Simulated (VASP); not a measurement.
# Ta2N (P-1) in VASP: notebook

Runs on Ta2N. Level: PBEsol. Tasks: single point.

All numbers are computed with VASP 6.6.1; they aren't measurements. Logs are shortened: lines on timing, memory, paths and dates and some standing lists are left out, and cuts for length are marked.

## Step 1: The cell of the first run

The typed cell holds 3 atoms: a = 3.080 Å, b = 3.172 Å, c = 5.077 Å, α = 90.00°, β = 90.00°, γ = 122.98°.

## Step 2: Single point, PBEsol (engineering shear strain xy -0.0700, normal strain along z +0.0525)

INCAR reads:

```
SYSTEM = Ta2N
  ALGO = Fast
  EDIFF = 1E-6
  ENCUT = 520
  GGA = PS
  ISIF = 2
  ISMEAR = 0
  LASPH = .TRUE.
  LCHARG = .FALSE.
  LREAL = .FALSE.
  LWAVE = .FALSE.
  NBANDS = 20
  NELM = 100
  PREC = Accurate
  SIGMA = 0.15
```

KPOINTS reads:

```
k-points
0
G
  15 15 8
  0 0 0
```

POSCAR reads:

```
Ta2N
1.0
    3.0782595490     -0.1077390842      0.0000000000
   -1.6324345584      2.7197205109      0.0000000000
    0.0000000000      0.0000000000      5.0771894162
Ta N
2 1
Direct
    0.6666666667      0.3333333333      0.7463700642
    0.3333333333      0.6666666667      0.2536299358
    0.0000000000      0.0000000000      0.0000000000
```

Potentials or basis: VASP PAW PBE potentials, release 64 (Ta_pv, N).

The run is started by

```
> cat potpaw_PBE.64/Ta_pv/POTCAR potpaw_PBE.64/N/POTCAR > POTCAR
> mpirun -np 1 vasp_std > vasp.out
```

OUTCAR:

```text
SYSTEM = Ta2N
   EDIFF = 1E-6
   ENCUT = 520
   GGA = PS
   ISIF = 2
   ISMEAR = 0
   LASPH = .TRUE.
   LREAL = .FALSE.
   NELM = 100
   PREC = Accurate

 ion  position               nearest neighbor table
   1  0.667  0.333  0.746-   3 2.15   3 2.20   3 2.24   2 3.04   2 3.07   2 3.10   2 3.10   2 3.13
                             2 3.16
   2  0.333  0.667  0.254-   3 2.15   3 2.20   3 2.24   1 3.04   1 3.07   1 3.10   1 3.10   1 3.13
                             1 3.16
   3  0.000  0.000  0.000-   1 2.15   2 2.15   1 2.20   2 2.20   1 2.24   2 2.24

  LATTYP: Found a simple monoclinic cell.
 ALAT       =     2.9854408178
 B/A-ratio  =     1.7006498289
 C/A-ratio  =     1.0317218106
 COS(beta)  =    -0.4533926181

  Lattice vectors:

 A1 = (   1.4458249906,   2.6119814267,   0.0000000000)
 A2 = (   0.0000000000,   0.0000000000,  -5.0771894162)
 A3 = (  -3.0782595490,   0.1077390842,   0.0000000000)

Analysis of symmetry for initial positions (statically):
=====================================================================
 Subroutine PRICEL returns:
 Original cell was already a primitive cell.

 Routine SETGRP: Setting up the symmetry group for a
 simple monoclinic supercell.

 Subroutine GETGRP returns: Found  2 space group operations
 (whereof  2 operations were pure point group operations)
 out of a pool of  4 trial point group operations.

The static configuration has the point symmetry S_2 .

Analysis of symmetry for dynamics (positions and initial velocities):
=====================================================================
 Subroutine PRICEL returns:
 Original cell was already a primitive cell.

 Routine SETGRP: Setting up the symmetry group for a
 simple monoclinic supercell.

 Subroutine GETGRP returns: Found  2 space group operations
 (whereof  2 operations were pure point group operations)
 out of a pool of  4 trial point group operations.

The dynamic configuration has the point symmetry S_2 .

 Subroutine INISYM returns: Found  2 space group operations
 (whereof  2 operations are pure point group operations),
 and found     1 'primitive' translations

----------------------------------------------------------------------------------------

                                     Primitive cell

  volume of cell :      41.6133

  direct lattice vectors                    reciprocal lattice vectors
     3.078259549 -0.107739084  0.000000000     0.331829896  0.199171418  0.000000000
    -1.632434558  2.719720511  0.000000000     0.013145119  0.375574822  0.000000000
     0.000000000  0.000000000  5.077189416     0.000000000  0.000000000  0.196959364

  length of vectors
     3.080144406  3.172021791  5.077189416     0.387014643  0.375804791  0.196959364

  position of ions in fractional coordinates (direct lattice)
     0.666666667  0.333333333  0.746370064
     0.333333333  0.666666667  0.253629936
     0.000000000  0.000000000  0.000000000

  ion indices of the primitive-cell ions
   primitive index   ion index
                 1           1
                 2           2
                 3           3

----------------------------------------------------------------------------------------

 KPOINTS: k-points

Automatic generation of k-mesh.
 Grid dimensions read from file:
 generate k-points for:   15   15    8

 Generating k-lattice:

  Cartesian coordinates                     Fractional coordinates (reciprocal lattice)
     0.022121993  0.013278095  0.000000000     0.066666667  0.000000000  0.000000000
     0.000876341  0.025038321  0.000000000     0.000000000  0.066666667  0.000000000
     0.000000000  0.000000000  0.024619921     0.000000000  0.000000000  0.125000000

  Length of vectors
     0.025800976  0.025053653  0.024619921

  Shift w.r.t. Gamma in fractional coordinates (k-lattice)
     0.000000000  0.000000000  0.000000000

 Subroutine IBZKPT returns following result:
 ===========================================

 Found    901 irreducible k-points:

 Following reciprocal coordinates:
            Coordinates               Weight
  0.000000  0.000000  0.000000      1.000000
  0.066667  0.000000  0.000000      2.000000
  0.133333 -0.000000  0.000000      2.000000
  0.200000  0.000000  0.000000      2.000000
  0.266667 -0.000000  0.000000      2.000000
  0.333333  0.000000  0.000000      2.000000
[... 16 lines left out ...]
 -0.066667  0.066667  0.000000      2.000000
 -0.000000  0.133333  0.000000      2.000000
 [... further k-points ...]
   k-points           NKPTS =    901   k-points in BZ     NKDIM =    901   number of bands    NBANDS=     20
   number of dos      NEDOS =    301   number of ions     NIONS =      3
   total plane-waves  NPLWV =  23040
   dimension x,y,z NGX =    24 NGY =   24 NGZ =   40
   dimension x,y,z NGXF=    48 NGYF=   48 NGZF=   80
   ions per type =               2   1
   NGX,Y,Z   is equivalent  to a cutoff of  12.95, 12.58, 13.10 a.u.
   NGXF,Y,Z  is equivalent  to a cutoff of  25.91, 25.16, 26.19 a.u.
 SYSTEM =  Ta2N
   PREC   = accura    normal or accurate (medium, high low for compatibility)
   ISTART =      0    job   : 0-new  1-cont  2-samecut
   ICHARG =      2    charge: 1-file 2-atom 10-const
   ISPIN  =      1    spin polarized calculation?
   LNONCOLLINEAR =      F non collinear calculations
   LSORBIT =      F    spin-orbit coupling
   LASPH  =      T    aspherical Exc in radial PAW
   ENCUT  =  520.0 eV  38.22 Ry    6.18 a.u.   5.73  5.90  9.44*2*pi/ulx,y,z
   NELM   =    100;   NELMIN=  2; NELMDL= -5     # of ELM steps
   EDIFF  = 0.1E-05   stopping-criterion for ELM
   LREAL  =      F    real-space projection
   EDIFFG = 0.1E-04   stopping-criterion for IOM
   NSW    =      0    number of steps for IOM
   IBRION =     -1    ionic relax: 0-MD 1-quasi-New 2-CG
   NFREE  =      0    steps in history (QN), initial steepest desc. (CG)
   ISIF   =      2    stress and relaxation
   ISYM   =      2    0-nonsym 1-usesym 2-fastsym
   POTIM  = 0.5000    time-step for ionic-motion
   TEBEG  =    0.0;   TEEND  =   0.0 temperature during run
   PSTRESS=    0.0 pullay stress
   NELECT =      27.0000    total number of electrons
   NUPDOWN=      -1.0000    fix difference up-down
   EMIN   =  10.00;   EMAX   =-10.00  energy-range for DOS
   EFERMI =   0.00;   METHOD = LEGACY
   ISMEAR =     0;   SIGMA  =   0.15  broadening in eV -4-tet -1-fermi 0-gaus
   EFERMI_NEDOS =   21; number of points for ismear=-14 and -15
   IALGO  =     68    algorithm
   IMIX   =      4    mixing-type and parameters
     AMIX     =   0.40;   BMIX     =  1.00
     AMIX_MAG =   1.60;   BMIX_MAG =  1.00
  volume/ion in A,a.u.               =      13.87        93.61
  Fermi-wavevector in a.u.,A,eV,Ry     =   1.417268  2.678249 27.329331  2.008649
  Thomas-Fermi vector in A             =   2.538516
   LORBIT       =      0    0 simple, 1 ext, 2 COOP (PROOUT), +10 PAW based schemes
   GGA     = PS    functional components
   LHFCALC =     F    Hartree Fock is set to
   AEXX    =    0.0000 exact exchange contribution
   IVDW    =     0    specifies the selected vdW correction
   LEPSILON=     F    determine dielectric tensor
   LRPA    =     F    only Hartree local field effects (RPA)
 non-spin polarized calculation
 RMM-DIIS sequential band-by-band and
 Gauss-broadening in eV      SIGMA  =   0.15
  energy-cutoff  :      520.00
  volume of cell :       41.61
 maximum number of plane-waves:      1138
   NGX = 11   NGY = 11   NGZ = 19

 number of electron      27.0000001 magnetization

 Free energy of the ion-electron system (eV)
  ---------------------------------------------------
  ext. energy  EPLUGINS =         0.00000000
  ---------------------------------------------------
  free energy    TOTEN  =       -36.28670207 eV

  energy without entropy =      -36.27103660  energy(sigma->0) =      -36.27886934

 E-fermi :   7.0847     XC(G=0): -12.8785

 val. band max:        7.0843094005   @ k =  -0.3333  -0.4667   0.3750
 cond. band min:       7.0874665886   @ k =  -0.2667  -0.0667   0.1250
 fundamental gap:      0.0031571881
 Fermi energy:         7.0847072823

 k-point     1 :       0.0000    0.0000    0.0000
  band No.  band energies     occupation
      1     -28.5096      2.00000
      2     -27.8452      2.00000
      3     -27.7575      2.00000
      4     -27.7339      2.00000
      5     -27.6993      2.00000
      6     -27.6459      2.00000
[... 12 lines left out ...]
     19       8.7418      0.00000
     20      11.8689      0.00000

 k-point     2 :       0.0667    0.0000    0.0000
  band No.  band energies     occupation
      1     -28.4961      2.00000
      2     -27.8567      2.00000
      3     -27.7769      2.00000
      4     -27.7535      2.00000
      5     -27.7015      2.00000
      6     -27.6778      2.00000
[... 12 lines left out ...]
     19       8.8377      0.00000
     20      11.9370      0.00000

 k-point     3 :       0.1333   -0.0000    0.0000
  band No.  band energies     occupation
      1     -28.4569      2.00000
      2     -27.8923      2.00000
      3     -27.8599      2.00000
      4     -27.7892      2.00000
      5     -27.7534      2.00000
      6     -27.7094      2.00000
[... 12 lines left out ...]
     19       9.7297      0.00000
     20      11.8368      0.00000

 k-point     4 :       0.2000    0.0000    0.0000
  band No.  band energies     occupation
      1     -28.3965      2.00000
      2     -28.0042      2.00000
      3     -27.9271      2.00000
      4     -27.9045      2.00000
      5     -27.7893      2.00000
      6     -27.7265      2.00000
[... 429 lines left out ...]
 k-point    23 :      -0.0667    0.0667    0.0000
  band No.  band energies     occupation
      1     -28.4983      2.00000
      2     -27.8703      2.00000
      3     -27.7824      2.00000
      4     -27.7418      2.00000
      5     -27.7029      2.00000
      6     -27.6496      2.00000
[... 12 lines left out ...]
     19       9.0031      0.00000
     20      11.7763      0.00000

 k-point    24 :      -0.0000    0.1333    0.0000
  band No.  band energies     occupation
      1     -28.4610      2.00000
      2     -27.9095      2.00000
      3     -27.8439      2.00000
      4     -27.7960      2.00000
      5     -27.7174      2.00000
      6     -27.7062      2.00000
[... 12 lines left out ...]
     19       9.6768      0.00000
     20      11.6960      0.00000

 [... further k-points ...]

------------------------ aborting loop because EDIFF is reached ----------------------------------------

  FORCE on cell =-STRESS in cart. coord.  units (eV):
  Direction    XX          YY          ZZ          XY          YZ          ZX
  --------------------------------------------------------------------------------------
  -------------------------------------------------------------------------------------
  Total       -2.3163820     -2.3432989     -4.7513598      2.4213337     -0.0504240     -0.8846348
  in kB      -89.1843450    -90.2206906   -182.9348183     93.2251532     -1.9414046    -34.0598284
  external PRESSURE =    -120.7799513 kB  Pullay stress =       0.0000000 kB

 VOLUME and BASIS-vectors are now :
 -----------------------------------------------------------------------------
  energy-cutoff  :      520.00
  volume of cell :       41.61
      direct lattice vectors                 reciprocal lattice vectors
     3.078259549 -0.107739084  0.000000000     0.331829896  0.199171418  0.000000000
    -1.632434558  2.719720511  0.000000000     0.013145119  0.375574822  0.000000000
     0.000000000  0.000000000  5.077189416     0.000000000  0.000000000  0.196959364

 POSITION                                       TOTAL-FORCE (eV/Angst)
 -----------------------------------------------------------------------------------
      1.50803      0.83475      3.78946         0.111039     -0.008908     -0.187552
     -0.06220      1.77723      1.28773        -0.111039      0.008908      0.187552
      0.00000      0.00000      0.00000         0.000000      0.000000      0.000000
 -----------------------------------------------------------------------------------
    total drift:                                0.000000     -0.000000      0.000000

  FREE ENERGIE OF THE ION-ELECTRON SYSTEM (eV)
  ---------------------------------------------------
  free  energy   TOTEN  =       -36.2867020662 eV

  energy  without entropy=      -36.2710366041  energy(sigma->0) =      -36.27886934
```

It took 18 min on 1 thread of Oxide Virtual Turin-like, shared host; peak memory 0.67 GiB.

Results:

* Free energy: -36.2867 eV
* Pressure: -12.1 GPa
* Largest force: 0.218 eV/Å
* Band gap on the k mesh: zero (an odd number of electrons rules out a gap without spin polarisation)

Forces in eV/Å, atoms in the order of the input:
```
Ta   0.111 -0.009 -0.188
Ta  -0.111  0.009  0.188
N    0.000  0.000  0.000
```

Stress tensor (GPa, compression positive):
```
 -8.92   9.32  -3.41
  9.32  -9.02  -0.19
 -3.41  -0.19 -18.29
```

Levels at points of the mesh, in eV from the Fermi level:
```
           k point  band 11  band 12  band 13  band 14  band 15  band 16
(0.00, 0.00, 0.00)    -5.02    -1.09    -0.81     0.23     0.40     0.44
(0.00, 0.00, 0.50)    -3.13    -2.80    -1.45    -0.26     1.33     1.49
```

Caveat: the cell differs from its parent crystal (engineering shear strain xy -0.0700, normal strain along z +0.0525); the stress differs along the axes, from -18 to -9 GPa; the PAW data sets were made with another functional, which shifts forces and pressure a little; spin-orbit coupling is left out, which moves the levels of the heavy elements.

[end of part 1 of 2]
